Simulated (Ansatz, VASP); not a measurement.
# CuO in VASP and in Ansatz

```
Cu O
1.0
     3.17550    0.00000    0.00000
     0.00000    3.17550    0.00000
     0.00000    0.00000    4.64953
Cu O
2 2
Direct
  0.00000 0.00000 0.00000
  0.50000 0.50000 0.00000
  0.50000 0.00000 0.26700
  0.00000 0.50000 0.73300
```

Alike in both runs: task single point; functional PBE0; k mesh 5 × 5 × 4; occupations fermi-dirac, width 0.05 eV; no spin polarisation.

|  | VASP | Ansatz |
| --- | --- | --- |
| version | VASP 6.6.1 | Ansatz 0.2.0 |
| potentials or method | VASP PAW PBE potentials, release 64 (Cu, O) | Ansatz PAW |
| plane-wave cutoff (eV) | 520 | 420 |
| valence electrons in the cell | 34 | 50 |

Ansatz gave:

- gap on the k mesh at the Fermi level (eV): none
- pressure (GPa): 10.8
- traceless stress, the component that is largest in VASP (GPa): -27.19
- rms of the force components (eV/Å): 0.762

Question: What did VASP give for the same quantities?

Answer: gap on the k mesh at the Fermi level (eV): none; pressure (GPa): 11.6; traceless stress, the component that is largest in VASP (GPa): -27.53; rms of the force components (eV/Å): 0.673.

Atom by atom the forces differ by 0.089 eV/Å (rms over components). A gap of «none» marks a metal or a gap that the smearing closes. VASP's potentials hold 34 valence electrons a cell and Ansatz's 50, so a difference there can come from the potentials and not from the codes.

The k mesh is coarse, so the values compare programs but aren't converged.
